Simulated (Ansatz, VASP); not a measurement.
**CdB6Ir in VASP and in Ansatz**

```
Cd B Ir
1.0
     0.00000    3.83386    3.83386
     3.83386    0.00000    3.83386
     3.83386    3.83386    0.00000
Cd B Ir
1 6 1
Direct
  0.00000 0.00000 0.00000
  0.74500 0.25500 0.25500
  0.25500 0.74500 0.74500
  0.25500 0.74500 0.25500
  0.74500 0.25500 0.74500
  0.25500 0.25500 0.74500
  0.74500 0.74500 0.25500
  0.50000 0.50000 0.50000
```

Change from the starting cell: species swapped into the ZrMnF6 type (Fm-3m, No. 225).

Alike in both runs: task single point; functional PBE; k mesh 4 × 4 × 4; occupations gaussian, width 0.1 eV; no spin polarisation.

```csv
,VASP,Ansatz
version,VASP 6.6.1,Ansatz 0.2.0
potentials or method,"VASP PAW PBE potentials, release 64 (Cd, B, Ir), cutoff 520 eV","scalar-relativistic, plane waves, PAW"
valence electrons in the cell,39,55
```

```tsv
	VASP	Ansatz	Ansatz less VASP
gap on the k mesh at the Fermi level (eV)	none	none	-
rms of the force components (eV/Å)	0.549	0.522	-0.0270
```

Atom by atom the forces differ by 0.027 eV/Å (rms over components). A gap of «none» marks a metal or a gap that the smearing closes. With one functional, cell and mesh, what is left measures potentials, basis and numerics. VASP's potentials hold 39 valence electrons a cell and Ansatz's 55, so a difference there can come from the potentials and not from the codes.

Spin-orbit coupling is off throughout.
